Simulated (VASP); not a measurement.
# CdBiO4 (F-43m) in VASP: further runs, part 2 of 2

VASP 6.6.1.

**3. Single point, PBE**

This run uses another cell than the first one, of 14.06 Å³/atom.

INCAR reads:

```
PREC = Accurate
ENCUT = 520
EDIFF = 1E-6
ISMEAR = 0
SIGMA = 0.1
LREAL = F
LASPH = T
NELM = 100
ALGO = Normal
ISIF = 2
LWAVE = F
LCHARG = F
GGA = PE
NBANDS = 34
```

KPOINTS reads:

```
Automatic mesh
0
Gamma
  4 4 4
```

POSCAR reads:

```
CdBiO4
1.0
    0.0000000000      3.4808164800      3.4808164800
    3.4808164800      0.0000000000      3.4808164800
    3.4808164800      3.4808164800      0.0000000000
Cd Bi O
1 1 4
Direct
    0.2500000000      0.2500000000      0.2500000000
    0.0000000000      0.0000000000      0.0000000000
    0.6238817100      0.6238817100      0.6238817100
    0.1283548800      0.6238817100      0.6238817100
    0.6238817100      0.1283548800      0.6238817100
    0.6238817100      0.6238817100      0.1283548800
```

Potentials or basis: VASP PAW PBE potentials, release 64 (Cd, Bi_d, O).

On the command line:

```bash
cat potpaw_PBE.64/Cd/POTCAR potpaw_PBE.64/Bi_d/POTCAR potpaw_PBE.64/O/POTCAR > POTCAR
mpirun -np 1 vasp_std > vasp.out
```

OUTCAR:

```text
PREC = Accurate
   ENCUT = 520
   EDIFF = 1E-6
   ISMEAR = 0
   LREAL = F
   LASPH = T
   NELM = 100
   ISIF = 2
   GGA = PE

 ion  position               nearest neighbor table
   1  0.250  0.250  0.250-   2 3.01   2 3.01   2 3.01   2 3.01
   2  0.000  0.000  0.000-   4 2.89   5 2.89   6 2.89   3 2.89   3 2.89   3 2.89   6 2.89   4 2.89
                             5 2.89   5 2.89   4 2.89   6 2.89   1 3.01   1 3.01   1 3.01   1 3.01
   3  0.624  0.624  0.624-   2 2.89   2 2.89   2 2.89
   4  0.128  0.624  0.624-   2 2.89   2 2.89   2 2.89
   5  0.624  0.128  0.624-   2 2.89   2 2.89   2 2.89
   6  0.624  0.624  0.128-   2 2.89   2 2.89   2 2.89

  LATTYP: Found a face centered cubic cell.
 ALAT       =     6.9616329600

  Lattice vectors:

 A1 = (   0.0000000000,   3.4808164800,   3.4808164800)
 A2 = (   3.4808164800,   0.0000000000,   3.4808164800)
 A3 = (   3.4808164800,   3.4808164800,   0.0000000000)

Analysis of symmetry for initial positions (statically):
=====================================================================
 Subroutine PRICEL returns:
 Original cell was already a primitive cell.

 Routine SETGRP: Setting up the symmetry group for a
 face centered cubic supercell.

 Subroutine GETGRP returns: Found 24 space group operations
 (whereof 24 operations were pure point group operations)
 out of a pool of 48 trial point group operations.

The static configuration has the point symmetry T_d .

Analysis of symmetry for dynamics (positions and initial velocities):
=====================================================================
 Subroutine PRICEL returns:
 Original cell was already a primitive cell.

 Routine SETGRP: Setting up the symmetry group for a
 face centered cubic supercell.

 Subroutine GETGRP returns: Found 24 space group operations
 (whereof 24 operations were pure point group operations)
 out of a pool of 48 trial point group operations.

The dynamic configuration has the point symmetry T_d .

 Subroutine INISYM returns: Found 24 space group operations
 (whereof 24 operations are pure point group operations),
 and found     1 'primitive' translations

----------------------------------------------------------------------------------------

                                     Primitive cell

  volume of cell :      84.3477

  direct lattice vectors                    reciprocal lattice vectors
     0.000000000  3.480816480  3.480816480    -0.143644459  0.143644459  0.143644459
     3.480816480  0.000000000  3.480816480     0.143644459 -0.143644459  0.143644459
     3.480816480  3.480816480  0.000000000     0.143644459  0.143644459 -0.143644459

  length of vectors
     4.922617874  4.922617874  4.922617874     0.248799501  0.248799501  0.248799501

  position of ions in fractional coordinates (direct lattice)
     0.250000000  0.250000000  0.250000000
     0.000000000  0.000000000  0.000000000
     0.623881710  0.623881710  0.623881710
     0.128354880  0.623881710  0.623881710
     0.623881710  0.128354880  0.623881710
     0.623881710  0.623881710  0.128354880

  ion indices of the primitive-cell ions
   primitive index   ion index
                 1           1
                 2           2
                 3           3
                 4           4
[... 31 lines left out ...]
  0.000000  0.000000  0.000000      1.000000
  0.250000  0.000000  0.000000      8.000000
  0.500000  0.000000  0.000000      4.000000
  0.250000  0.250000  0.000000      6.000000
  0.500000  0.250000  0.000000     24.000000
 -0.250000  0.250000  0.000000     12.000000
  0.500000  0.500000  0.000000      3.000000
 -0.250000  0.500000  0.250000      6.000000
   k-points           NKPTS =      8   k-points in BZ     NKDIM =      8   number of bands    NBANDS=     34
   number of dos      NEDOS =    301   number of ions     NIONS =      6
   total plane-waves  NPLWV =  64000
   dimension x,y,z NGX =    40 NGY =   40 NGZ =   40
   dimension x,y,z NGXF=    80 NGYF=   80 NGZF=   80
   ions per type =               1   1   4
   NGX,Y,Z   is equivalent  to a cutoff of  13.51, 13.51, 13.51 a.u.
   NGXF,Y,Z  is equivalent  to a cutoff of  27.02, 27.02, 27.02 a.u.
 SYSTEM =  unknown system
   PREC   = accura    normal or accurate (medium, high low for compatibility)
   ISTART =      0    job   : 0-new  1-cont  2-samecut
   ICHARG =      2    charge: 1-file 2-atom 10-const
   ISPIN  =      1    spin polarized calculation?
   LNONCOLLINEAR =      F non collinear calculations
   LSORBIT =      F    spin-orbit coupling
   LASPH  =      T    aspherical Exc in radial PAW
   ENCUT  =  520.0 eV  38.22 Ry    6.18 a.u.   9.15  9.15  9.15*2*pi/ulx,y,z
   NELM   =    100;   NELMIN=  2; NELMDL= -5     # of ELM steps
   EDIFF  = 0.1E-05   stopping-criterion for ELM
   LREAL  =      F    real-space projection
   EDIFFG = 0.1E-04   stopping-criterion for IOM
   NSW    =      0    number of steps for IOM
   IBRION =     -1    ionic relax: 0-MD 1-quasi-New 2-CG
   NFREE  =      0    steps in history (QN), initial steepest desc. (CG)
   ISIF   =      2    stress and relaxation
   ISYM   =      2    0-nonsym 1-usesym 2-fastsym
   POTIM  = 0.5000    time-step for ionic-motion
   TEBEG  =    0.0;   TEEND  =   0.0 temperature during run
   PSTRESS=    0.0 pullay stress
   NELECT =      51.0000    total number of electrons
   NUPDOWN=      -1.0000    fix difference up-down
   EMIN   =  10.00;   EMAX   =-10.00  energy-range for DOS
   EFERMI =   0.00;   METHOD = LEGACY
   ISMEAR =     0;   SIGMA  =   0.10  broadening in eV -4-tet -1-fermi 0-gaus
   EFERMI_NEDOS =   21; number of points for ismear=-14 and -15
   IALGO  =     38    algorithm
   IMIX   =      4    mixing-type and parameters
     AMIX     =   0.40;   BMIX     =  1.00
     AMIX_MAG =   1.60;   BMIX_MAG =  1.00
  volume/ion in A,a.u.               =      14.06        94.87
  Fermi-wavevector in a.u.,A,eV,Ry     =   1.384333  2.616009 26.073887  1.916377
  Thomas-Fermi vector in A             =   2.508847
   LORBIT       =      0    0 simple, 1 ext, 2 COOP (PROOUT), +10 PAW based schemes
   GGA     = PE    functional components
   LHFCALC =     F    Hartree Fock is set to
   AEXX    =    0.0000 exact exchange contribution
   IVDW    =     0    specifies the selected vdW correction
   LEPSILON=     F    determine dielectric tensor
   LRPA    =     F    only Hartree local field effects (RPA)
 non-spin polarized calculation
 Gauss-broadening in eV      SIGMA  =   0.10
  energy-cutoff  :      520.00
  volume of cell :       84.35
 maximum number of plane-waves:      2281
 NGX is ok and might be reduce to    40
   NGX = 19   NGY = 19   NGZ = 19

 number of electron      51.0000006 magnetization

 Free energy of the ion-electron system (eV)
  ---------------------------------------------------
  ext. energy  EPLUGINS =         0.00000000
  ---------------------------------------------------
  free energy    TOTEN  =       -19.79164266 eV

  energy without entropy =      -19.75570051  energy(sigma->0) =      -19.77367158

 E-fermi :   3.8403     XC(G=0): -11.0615

 val. band max:        3.7536495329   @ k =   0.2500   0.0000   0.0000
 cond. band min:       3.8418438647   @ k =   0.5000   0.2500   0.0000
 fundamental gap:      0.0881943318
 Fermi energy:         3.8403139305

 k-point     1 :       0.0000    0.0000    0.0000
  band No.  band energies     occupation
      1     -19.6206      2.00000
      2     -19.6206      2.00000
      3     -19.6206      2.00000
      4     -19.5846      2.00000
      5     -19.5846      2.00000
      6     -14.3504      2.00000
[... 285 lines left out ...]
     33      12.2446      0.00000
     34      13.0429      0.00000

------------------------ aborting loop because EDIFF is reached ----------------------------------------

  FORCE on cell =-STRESS in cart. coord.  units (eV):
  Direction    XX          YY          ZZ          XY          YZ          ZX
  --------------------------------------------------------------------------------------
  -------------------------------------------------------------------------------------
  Total       -4.8492325     -4.8492325     -4.8492325      0.0000000      0.0000000     -0.0000000
  in kB      -92.1107281    -92.1107281    -92.1107281      0.0000000      0.0000000     -0.0000000
  external PRESSURE =     -92.1107281 kB  Pullay stress =       0.0000000 kB

 VOLUME and BASIS-vectors are now :
 -----------------------------------------------------------------------------
  energy-cutoff  :      520.00
  volume of cell :       84.35
      direct lattice vectors                 reciprocal lattice vectors
     0.000000000  3.480816480  3.480816480    -0.143644459  0.143644459  0.143644459
     3.480816480  0.000000000  3.480816480     0.143644459 -0.143644459  0.143644459
     3.480816480  3.480816480  0.000000000     0.143644459  0.143644459 -0.143644459

 POSITION                                       TOTAL-FORCE (eV/Angst)
 -----------------------------------------------------------------------------------
      1.74041      1.74041      1.74041         0.000000      0.000000      0.000000
      0.00000      0.00000      0.00000         0.000000      0.000000      0.000000
      4.34324      4.34324      4.34324         0.022332      0.022332      0.022332
      4.34324      2.61840      2.61840         0.022332     -0.022332     -0.022332
      2.61840      4.34324      2.61840        -0.022332      0.022332     -0.022332
      2.61840      2.61840      4.34324        -0.022332     -0.022332      0.022332
 -----------------------------------------------------------------------------------
    total drift:                               -0.000081     -0.000081     -0.000081

  FREE ENERGIE OF THE ION-ELECTRON SYSTEM (eV)
  ---------------------------------------------------
  free  energy   TOTEN  =       -19.7916426556 eV

  energy  without entropy=      -19.7557005102  energy(sigma->0) =      -19.77367158
```

stdout:

```text
POSCAR found type information on POSCAR CdBiO
 POSCAR found :  3 types and       6 ions
 scaLAPACK will be used
 LDA part: xc-table for (Slater+PW92), standard interpolation
 POSCAR, INCAR and KPOINTS ok, starting setup
 FFT: planning ... GRIDC
 FFT: planning ... GRID_SOFT
 FFT: planning ... GRID
 WAVECAR not read
 entering main loop
```

Run time: 17 s. Hardware: 1 thread of Intel Xeon 6975P-C (Granite Rapids), shared host; peak memory 0.24 GiB.

Results:

* Free energy: -19.7916 eV
* Pressure: -9.2 GPa
* Largest force: 0.039 eV/Å
* Band gap on the k mesh: zero (an odd number of electrons rules out a gap without spin polarisation)

Forces in eV/Å, atoms in the order of the input:
```
Cd   0.000  0.000  0.000
Bi   0.000  0.000  0.000
O    0.022  0.022  0.022
O    0.022 -0.022 -0.022
O   -0.022  0.022 -0.022
O   -0.022 -0.022  0.022
```

Levels at points of the mesh, in eV from the Fermi level:
| k point | band 22 | band 23 | band 24 | band 25 | band 26 | band 27 | band 28 | band 29 |
| --- | --- | --- | --- | --- | --- | --- | --- | --- |
| (0.00, 0.00, 0.00) | -0.12 | -0.12 | -0.12 | 0.42 | 0.42 | 0.42 | 1.04 | 1.06 |
| (0.50, 0.00, 0.00) | -1.50 | -1.50 | -1.38 | -0.25 | -0.10 | 0.48 | 0.48 | 2.45 |
| (0.50, 0.50, 0.00) | -1.48 | -1.41 | -1.41 | -1.34 | 0.39 | 0.39 | 0.81 | 2.38 |

Caveat: the k points lie up to 0.39 Å⁻¹ apart, too coarse for converged energies and pressures of a metal; spin-orbit coupling is left out, which moves the levels of the heavy elements; an odd number of electrons without spin polarisation forces a metal; a magnetic or distorted state may lie lower.

The gap in the log of VASP goes by the Fermi energy; the results here count the filled bands.